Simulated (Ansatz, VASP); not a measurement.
Two plane-wave programs on InO

```
In O
1.0
     3.60127    0.00000    0.00000
    -1.80064    3.11879    0.00000
     0.00000    0.00000   16.64462
In O
2 2
Direct
  0.66667 0.33333 0.58953
  0.66667 0.33333 0.41047
  0.00000 0.00000 0.63988
  0.00000 0.00000 0.36012
```

Change from the starting cell: strain +0.050 along x and y, +0.050 along z, atoms carried along.

Alike in both runs: task single point; functional PBE; dispersion D3(BJ); k mesh 12 × 12 × 2; occupations gaussian, width 0.05 eV; no spin polarisation.

|  | VASP | Ansatz |
| --- | --- | --- |
| version | VASP 6.6.1 | Ansatz 0.2.0 |
| potentials or method | VASP PAW PBE potentials, release 64 (In_d, O), cutoff 520 eV | scalar-relativistic, plane waves, PAW |
| valence electrons in the cell | 38 | 38 |

VASP gave:

| Property | Result |
| --- | --- |
| gap on the k mesh at the Fermi level (eV) | 0.31 |
| least direct gap on the mesh (eV) | 0.75 |
| rms of the force components (eV/Å) | 0.426 |

Q: Estimate Ansatz's values.

A: gap on the k mesh at the Fermi level (eV): 0.32; least direct gap on the mesh (eV): 0.76; rms of the force components (eV/Å): 0.439.

Atom by atom the forces differ by 0.014 eV/Å (rms over components).
